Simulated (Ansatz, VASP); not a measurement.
**Two plane-wave programs on Al3GaN4**

File INCAR:

```
  PREC = Accurate
  ENCUT = 520
  EDIFF = 1E-7
  ISMEAR = 0
  SIGMA = 0.01
  LREAL = F
  LASPH = T
  NELM = 80
  ALGO = Normal
  ISIF = 2
  LWAVE = F
  LCHARG = F
  IBRION = 2
  NSW = 80
  EDIFFG = -0.001
```

File KPOINTS:

```
Automatic mesh
0
Gamma
  6 6 6
```

The input POSCAR:

```
Al3GaN4
1.0
    4.3408928061      0.0000000000      0.0000000000
    0.0000000000      4.3408928061      0.0000000000
    0.0000000000      0.0000000000      4.3408928061
Al Ga N
3 1 4
Direct
    0.5000000000      0.5000000000      0.0000000000
    0.5000000000      0.0000000000      0.5000000000
    0.0000000000      0.5000000000      0.5000000000
    0.0000000000      0.0000000000      0.0000000000
    0.7448945398      0.7448945398      0.2551054602
    0.7448945398      0.2551054602      0.7448945398
    0.2551054602      0.7448945398      0.7448945398
    0.2551054602      0.2551054602      0.2551054602
```

Input for Ansatz:

```yaml
crystal:
  lattice:
    - [4.3408928061, 0.0, 0.0]
    - [0.0, 4.3408928061, 0.0]
    - [0.0, 0.0, 4.3408928061]
  atoms:
    - { symbol: Al, position: [0.5, 0.5, 0.0] }
    - { symbol: Al, position: [0.5, 0.0, 0.5] }
    - { symbol: Al, position: [0.0, 0.5, 0.5] }
    - { symbol: Ga, position: [0.0, 0.0, 0.0] }
    - { symbol: "N", position: [0.7448945398, 0.7448945398, 0.2551054602] }
    - { symbol: "N", position: [0.7448945398, 0.2551054602, 0.7448945398] }
    - { symbol: "N", position: [0.2551054602, 0.7448945398, 0.7448945398] }
    - { symbol: "N", position: [0.2551054602, 0.2551054602, 0.2551054602] }
basis:
  ecutwfc: 420
kpoints:
  mp_grid: { grid: [6, 6, 6] }
hamiltonian:
  xc: lda
scf:
  occupations: { method: fixed }
output:
  forces: true
  stress: true
  eigenvalues: true
relax:
  adjacent_minimum: "off"
  f_tol: 0.001
  max_steps: 60
```

Alike in both runs: task relaxation of the atoms; functional LDA; k mesh 6 × 6 × 6; no spin polarisation.

|  | VASP | Ansatz |
| --- | --- | --- |
| version | VASP 6.6.1 | Ansatz 0.2.0 |
| potentials or method | VASP PAW LDA potentials, release 64 (Al, Ga_d, N), cutoff 520 eV | scalar-relativistic, plane waves, PAW |
| occupations | gaussian, width 0.01 eV | fixed |
| valence electrons in the cell | 42 | 42 |

```csv
,VASP,Ansatz,Ansatz less VASP
"gap on the k mesh at the Fermi level, each at its own relaxed structure (eV)",3.38,3.39,+0.017
```

LDA's correlation is that of Perdew and Zunger in VASP and of Perdew and Wang (1992) in Ansatz. Ansatz's warnings: stress scf threshold loose.
